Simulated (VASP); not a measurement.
Ti4Bi2Te, 7 atoms in the cell. The structure is hexagonal, space group P6/mmm (No. 191). The conventional cell has a = 5.399 Å, b = 5.399 Å, c = 7.393 Å, α = 90.00°, β = 90.00°, γ = 120.00°. Within 4.1 Å of Ti (site symmetry -6m2) lie 9 Ti at 3.12 to 3.30 Å and 2 Bi at 3.70 Å. Ti (site symmetry 6mm) has 1 Ti at 2.19 Å and 1 Te at 2.60 Å within 2.9 Å. Within 4.1 Å of Bi (site symmetry -6m2) lie 3 Bi at 3.12 Å and 3 Te at 3.12 Å and 8 Ti at 3.70 to 4.06 Å. Within 3.4 Å of Te (site symmetry 6/mmm) lie 2 Ti at 2.60 Å and 6 Bi at 3.12 Å. 

- Program: VASP 6.6.1
- Task: single point
- Functional: PBE
- Potentials or basis: VASP PAW PBE potentials, release 64 (Ti_sv, Bi_d, Te)
- Cutoff: 520 eV
- k mesh: 4 × 4 × 2
- Occupations: gaussian, width 0.2 eV
- Spin: no spin polarisation
- Dipole correction: no
- Further INCAR settings: ALGO = Normal; EDIFF = 1e-07; NBANDS = 51

Potentials or basis: VASP PAW PBE potentials, release 64 (Ti_sv, Bi_d, Te).

The run is started by

```sh
$ cat potpaw_PBE.64/Ti_sv/POTCAR potpaw_PBE.64/Bi_d/POTCAR potpaw_PBE.64/Te/POTCAR > POTCAR
$ mpirun -np 1 vasp_std > vasp.out
```

Hardware: 1 thread of Intel(R) Xeon(R) Platinum 8259CL CPU @ 2.50GHz (Skylake/Cascade Lake), on a shared host.

Question: How long does it take, and how much memory?

Answer: Wall time 110 s on 1 thread of Intel(R) Xeon(R) Platinum 8259CL CPU @ 2.50GHz (Skylake/Cascade Lake), with other jobs on the host, peak memory 0.32 GiB. Counts: scf iterations 18, k points 8.
